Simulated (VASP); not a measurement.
# Si4P (Pm-3m) in VASP: single point with PBE

Aim: the single point of Si4P with PBE.

All numbers are computed with VASP 6.6.1; they aren't measurements. Logs are shortened: lines on timing, memory, paths and dates and some standing lists are left out, and cuts for length are marked.

### Step 1. The cell of the first run

Symmetry: Pm-3m, No. 221, cubic system. Conventional cell: a = 4.579 Å, b = 4.579 Å, c = 4.579 Å, α = 90.00°, β = 90.00°, γ = 90.00°. Si (site symmetry 4/mmm) has 2 Si at 2.29 Å within 3.0 Å. Si (site symmetry m-3m) has 6 Si at 2.29 Å within 3.0 Å. P (site symmetry m-3m) has 20 Si at 3.24 to 3.97 Å within 4.3 Å.

### Step 2. Single point, PBE

POSCAR

```
Si4P
1.0
    4.5792069510      0.0000000000      0.0000000000
    0.0000000000      4.5792069510      0.0000000000
    0.0000000000      0.0000000000      4.5792069510
Si P
4 1
Direct
    0.5000000000      0.0000000000      0.0000000000
    0.0000000000      0.5000000000      0.0000000000
    0.0000000000      0.0000000000      0.5000000000
    0.0000000000      0.0000000000      0.0000000000
    0.5000000000      0.5000000000      0.5000000000
```

INCAR.step1

```
SYSTEM = Si4P
PREC = Accurate
ENCUT = 520
EDIFF = 1E-6
ISMEAR = 0
SIGMA = 0.1
LREAL = .False.
LASPH = .True.
NELM = 100
ALGO = Normal
ISIF = 2
LWAVE = .False.
LCHARG = .True.
GGA = PE
NBANDS = 18
```

KPOINTS.step1

```
Automatic mesh
0
Gamma
  8 8 8
  0 0 0
```

INCAR.step2

```
SYSTEM = Si4P
PREC = Accurate
ENCUT = 520
EDIFF = 1E-6
ISMEAR = -5
SIGMA = 0.1
LREAL = .False.
LASPH = .True.
NELM = 100
ALGO = Normal
ISIF = 2
LWAVE = .False.
LCHARG = .False.
GGA = PE
LORBIT = 10
NBANDS = 18
NEDOS = 2001
ICHARG = 11
```

KPOINTS.step2

```
Automatic mesh
0
Gamma
  12 12 12
  0 0 0
```

Potentials or basis: VASP PAW PBE potentials, release 64 (Si, P).

Started as:

```sh
$ cat potpaw_PBE.64/Si/POTCAR potpaw_PBE.64/P/POTCAR > POTCAR
$ cp INCAR.step1 INCAR
$ cp KPOINTS.step1 KPOINTS
$ mpirun -np 1 vasp_std > vasp.out
$ cp INCAR.step2 INCAR
$ cp KPOINTS.step2 KPOINTS
$ mpirun -np 1 vasp_std > vasp.out
```

OUTCAR:

```text
SYSTEM = Si4P
   PREC = Accurate
   ENCUT = 520
   EDIFF = 1E-6
   ISMEAR = -5
   LREAL = .False.
   LASPH = .True.
   NELM = 100
   ISIF = 2
   GGA = PE
   LORBIT = 10
   ICHARG = 11

 ion  position               nearest neighbor table
   1  0.500  0.000  0.000-   4 2.29   4 2.29
   2  0.000  0.500  0.000-   4 2.29   4 2.29
   3  0.000  0.000  0.500-   4 2.29   4 2.29
   4  0.000  0.000  0.000-   1 2.29   2 2.29   3 2.29   3 2.29   2 2.29   1 2.29
   5  0.500  0.500  0.500-

  LATTYP: Found a simple cubic cell.
 ALAT       =     4.5792069510

  Lattice vectors:

 A1 = (   4.5792069510,   0.0000000000,   0.0000000000)
 A2 = (   0.0000000000,   4.5792069510,   0.0000000000)
 A3 = (   0.0000000000,   0.0000000000,   4.5792069510)

Analysis of symmetry for initial positions (statically):
=====================================================================
 Subroutine PRICEL returns:
 Original cell was already a primitive cell.

 Routine SETGRP: Setting up the symmetry group for a
 simple cubic supercell.

 Subroutine GETGRP returns: Found 48 space group operations
 (whereof 48 operations were pure point group operations)
 out of a pool of 48 trial point group operations.

The static configuration has the point symmetry O_h .

Analysis of symmetry for dynamics (positions and initial velocities):
=====================================================================
 Subroutine PRICEL returns:
 Original cell was already a primitive cell.

 Routine SETGRP: Setting up the symmetry group for a
 simple cubic supercell.

 Subroutine GETGRP returns: Found 48 space group operations
 (whereof 48 operations were pure point group operations)
 out of a pool of 48 trial point group operations.

The dynamic configuration has the point symmetry O_h .

 Subroutine INISYM returns: Found 48 space group operations
 (whereof 48 operations are pure point group operations),
 and found     1 'primitive' translations

----------------------------------------------------------------------------------------

                                     Primitive cell

  volume of cell :      96.0220

  direct lattice vectors                    reciprocal lattice vectors
     4.579206951  0.000000000  0.000000000     0.218378425  0.000000000  0.000000000
     0.000000000  4.579206951  0.000000000     0.000000000  0.218378425  0.000000000
     0.000000000  0.000000000  4.579206951     0.000000000  0.000000000  0.218378425

  length of vectors
     4.579206951  4.579206951  4.579206951     0.218378425  0.218378425  0.218378425

  position of ions in fractional coordinates (direct lattice)
     0.500000000  0.000000000  0.000000000
     0.000000000  0.500000000  0.000000000
     0.000000000  0.000000000  0.500000000
     0.000000000  0.000000000  0.000000000
     0.500000000  0.500000000  0.500000000

  ion indices of the primitive-cell ions
   primitive index   ion index
                 1           1
                 2           2
                 3           3
                 4           4
                 5           5

----------------------------------------------------------------------------------------

 KPOINTS: Automatic mesh

Automatic generation of k-mesh.
 Grid dimensions read from file:
 generate k-points for:   12   12   12

 Generating k-lattice:

  Cartesian coordinates                     Fractional coordinates (reciprocal lattice)
     0.018198202  0.000000000  0.000000000     0.083333333  0.000000000  0.000000000
     0.000000000  0.018198202  0.000000000     0.000000000  0.083333333  0.000000000
     0.000000000  0.000000000  0.018198202     0.000000000  0.000000000  0.083333333

  Length of vectors
     0.018198202  0.018198202  0.018198202

  Shift w.r.t. Gamma in fractional coordinates (k-lattice)
     0.000000000  0.000000000  0.000000000

 TETIRR: Found    854 inequivalent tetrahedra from    10368

 Subroutine IBZKPT returns following result:
 ===========================================

 Found     84 irreducible k-points:

 Following reciprocal coordinates:
            Coordinates               Weight
  0.000000  0.000000  0.000000      1.000000
  0.083333  0.000000  0.000000      6.000000
  0.166667  0.000000  0.000000      6.000000
  0.250000  0.000000  0.000000      6.000000
  0.333333  0.000000  0.000000      6.000000
  0.416667  0.000000  0.000000      6.000000
[... 16 lines left out ...]
  0.333333  0.333333  0.000000     12.000000
  0.416667  0.333333  0.000000     24.000000
 [... further k-points ...]
   k-points           NKPTS =     84   k-points in BZ     NKDIM =     84   number of bands    NBANDS=     18
   number of dos      NEDOS =   2001   number of ions     NIONS =      5
   total plane-waves  NPLWV =  46656
   dimension x,y,z NGX =    36 NGY =   36 NGZ =   36
   dimension x,y,z NGXF=    72 NGYF=   72 NGZF=   72
   ions per type =               4   1
   NGX,Y,Z   is equivalent  to a cutoff of  13.07, 13.07, 13.07 a.u.
   NGXF,Y,Z  is equivalent  to a cutoff of  26.14, 26.14, 26.14 a.u.
 SYSTEM =  Si4P
   PREC   = accura    normal or accurate (medium, high low for compatibility)
   ISTART =      0    job   : 0-new  1-cont  2-samecut
   ICHARG =     11    charge: 1-file 2-atom 10-const
   ISPIN  =      1    spin polarized calculation?
   LNONCOLLINEAR =      F non collinear calculations
   LSORBIT =      F    spin-orbit coupling
   LASPH  =      T    aspherical Exc in radial PAW
   ENCUT  =  520.0 eV  38.22 Ry    6.18 a.u.   8.51  8.51  8.51*2*pi/ulx,y,z
   NELM   =    100;   NELMIN=  2; NELMDL=  0     # of ELM steps
   EDIFF  = 0.1E-05   stopping-criterion for ELM
   LREAL  =      F    real-space projection
   EDIFFG = 0.1E-04   stopping-criterion for IOM
   NSW    =      0    number of steps for IOM
   IBRION =     -1    ionic relax: 0-MD 1-quasi-New 2-CG
   NFREE  =      0    steps in history (QN), initial steepest desc. (CG)
   ISIF   =      2    stress and relaxation
   ISYM   =      2    0-nonsym 1-usesym 2-fastsym
   POTIM  = 0.5000    time-step for ionic-motion
   TEBEG  =    0.0;   TEEND  =   0.0 temperature during run
   PSTRESS=    0.0 pullay stress
   NELECT =      21.0000    total number of electrons
   NUPDOWN=      -1.0000    fix difference up-down
   EMIN   =  10.00;   EMAX   =-10.00  energy-range for DOS
   EFERMI =   0.00;   METHOD = LEGACY
   ISMEAR =    -5;   SIGMA  =   0.10  broadening in eV -4-tet -1-fermi 0-gaus
   EFERMI_NEDOS =   21; number of points for ismear=-14 and -15
   IALGO  =     38    algorithm
   IMIX   =      4    mixing-type and parameters
     AMIX     =   0.40;   BMIX     =  1.00
     AMIX_MAG =   1.60;   BMIX_MAG =  1.00
  volume/ion in A,a.u.               =      19.20       129.60
  Fermi-wavevector in a.u.,A,eV,Ry     =   0.986335  1.863902 13.236512  0.972856
  Thomas-Fermi vector in A             =   2.117708
   LORBIT       =     10    0 simple, 1 ext, 2 COOP (PROOUT), +10 PAW based schemes
   GGA     = PE    functional components
   LHFCALC =     F    Hartree Fock is set to
   AEXX    =    0.0000 exact exchange contribution
   IVDW    =     0    specifies the selected vdW correction
   LEPSILON=     F    determine dielectric tensor
   LRPA    =     F    only Hartree local field effects (RPA)
 non-spin polarized calculation
 Fermi weights with tetrahedron method with Bloechl corrections
  energy-cutoff  :      520.00
  volume of cell :       96.02
 maximum number of plane-waves:      2612
 NGX is ok and might be reduce to    36

 number of electron      21.0000000 magnetization

 Free energy of the ion-electron system (eV)
  ---------------------------------------------------
  ext. energy  EPLUGINS =         0.00000000
  ---------------------------------------------------
  free energy    TOTEN  =       -21.97892338 eV

  energy without entropy =      -21.97892338  energy(sigma->0) =      -21.97892338

 E-fermi :   6.4732     XC(G=0):  -9.9255

 val. band max:        6.5825605736   @ k =   0.5000   0.5000   0.1667
 cond. band min:       6.4095152603   @ k =   0.2500   0.2500   0.0000
 fundamental gap:     -0.1730453134
 Fermi energy:         6.4732182682

 k-point     1 :       0.0000    0.0000    0.0000
  band No.  band energies     occupation
      1      -6.5798      2.00000
      2      -2.4715      2.00000
      3       0.6289      2.00000
      4       0.6289      2.00000
      5       0.7610      2.00000
      6       0.7610      2.00000
[... 10 lines left out ...]
     17       9.7144      0.00000
     18      10.9890      0.00000

 k-point     2 :       0.0833    0.0000    0.0000
  band No.  band energies     occupation
      1      -6.5398      2.00000
      2      -2.5298      2.00000
      3      -0.0752      2.00000
      4       0.6467      2.00000
      5       0.7918      2.00000
      6       0.7918      2.00000
[... 10 lines left out ...]
     17      10.0950      0.00000
     18      10.8456      0.00000

 k-point     3 :       0.1667    0.0000    0.0000
  band No.  band energies     occupation
      1      -6.4217      2.00000
      2      -2.7354      2.00000
      3      -0.6213      2.00000
      4       0.6964      2.00000
      5       0.8811      2.00000
      6       0.8811      2.00000
[... 412 lines left out ...]
 k-point    23 :       0.3333    0.3333    0.0000
  band No.  band energies     occupation
      1      -5.4257      2.00000
      2      -3.3687      2.00000
      3      -2.1315      2.00000
      4      -1.1642      2.00000
      5       1.5356      2.00000
      6       1.9405      2.00000
[... 10 lines left out ...]
     17      10.6383      0.00000
     18      12.8372      0.00000

 k-point    24 :       0.4167    0.3333    0.0000
  band No.  band energies     occupation
      1      -5.2011      2.00000
      2      -3.5076      2.00000
      3      -2.1412      2.00000
      4      -1.5538      2.00000
      5       1.6473      2.00000
      6       2.0177      2.00000
[... 10 lines left out ...]
     17      10.6972      0.00000
     18      12.2691      0.00000

 [... further k-points ...]

------------------------ aborting loop because EDIFF is reached ----------------------------------------

  FORCE on cell =-STRESS in cart. coord.  units (eV):
  Direction    XX          YY          ZZ          XY          YZ          ZX
  --------------------------------------------------------------------------------------
  -------------------------------------------------------------------------------------
  Total        0.3098119      0.3098119      0.3098119      0.0000000      0.0000000     -0.0000000
  in kB        5.1693723      5.1693723      5.1693723      0.0000000      0.0000000     -0.0000000
  external PRESSURE =       5.1693723 kB  Pullay stress =       0.0000000 kB

 VOLUME and BASIS-vectors are now :
 -----------------------------------------------------------------------------
  energy-cutoff  :      520.00
  volume of cell :       96.02
      direct lattice vectors                 reciprocal lattice vectors
     4.579206951  0.000000000  0.000000000     0.218378425  0.000000000  0.000000000
     0.000000000  4.579206951  0.000000000     0.000000000  0.218378425  0.000000000
     0.000000000  0.000000000  4.579206951     0.000000000  0.000000000  0.218378425

 POSITION                                       TOTAL-FORCE (eV/Angst)
 -----------------------------------------------------------------------------------
      2.28960      0.00000      0.00000         0.000000      0.000000      0.000000
      0.00000      2.28960      0.00000         0.000000      0.000000      0.000000
      0.00000      0.00000      2.28960         0.000000      0.000000      0.000000
      0.00000      0.00000      0.00000         0.000000      0.000000      0.000000
      2.28960      2.28960      2.28960         0.000000      0.000000      0.000000
 -----------------------------------------------------------------------------------
    total drift:                               -0.000000      0.000000     -0.000000

  FREE ENERGIE OF THE ION-ELECTRON SYSTEM (eV)
  ---------------------------------------------------
  free  energy   TOTEN  =       -21.9789233829 eV

  energy  without entropy=      -21.9789233829  energy(sigma->0) =      -21.97892338

 total charge

# of ion       s       p       d       tot
------------------------------------------
    1        0.881   0.691   0.000   1.572
    2        0.881   0.691   0.000   1.572
    3        0.881   0.691   0.000   1.572
    4        0.761   0.985   0.000   1.746
    5        1.145   1.156   0.000   2.302
--------------------------------------------------
tot          4.550   4.214   0.000   8.764
```

It took 69 s on 1 thread of Intel Xeon Platinum 8488C (Sapphire Rapids), shared host; peak memory 0.26 GiB.

What came out:

| Item | Value |
| --- | --- |
| Valence electrons inside the program's atomic spheres | Si 1.57, 1.75 (each value once); P 2.30 |

Caveat: tetrahedron occupations give inexact forces and stress in metals.
